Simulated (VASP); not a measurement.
A run of VASP 6.6.1:

File INCAR:

```
PREC = Accurate ; ENCUT = 600
EDIFF = 1E-7 ; ISMEAR = -1
SIGMA = 0.05 ; LREAL = F
LASPH = T ; NELM = 200
ALGO = Normal ; ISIF = 3
LWAVE = F ; LCHARG = F
ISPIN = 2 ; MAGMOM = 2 2
LORBIT = 11 ; LMAXMIX = 4
GGA = PS ; IVDW = 12
IBRION = 2 ; NSW = 80
EDIFFG = -0.005 ; GGA_COMPAT = F
NELMIN = 4
```

File KPOINTS:

```
Automatic mesh
0
Gamma
  12 12 7
```

File POSCAR:

```
Co
1.0
    2.4719999032      0.0000000000      0.0000000000
   -1.2359999516      2.1408147143      0.0000000000
    0.0000000000      0.0000000000      4.0211440800
Co
2
Direct
    0.6666666667      0.3333333333      0.7500000000
    0.3333333333      0.6666666667      0.2500000000
```

Potentials or basis: VASP PAW PBE potentials, release 64 (Co).

The run is started by

```bash
$ cat potpaw_PBE.64/Co/POTCAR > POTCAR
$ mpirun -np 1 vasp_std > vasp.out
```

Hardware: 1 thread of Intel(R) Xeon(R) Platinum 8488C (Sapphire Rapids), on a shared host.

How long does it take, and how much memory?

It took 2.5 min on 1 thread of Intel(R) Xeon(R) Platinum 8488C (Sapphire Rapids), with other jobs on the host, peak memory 0.19 GiB. Counts: scf iterations 50, k points 76, ion steps 5.
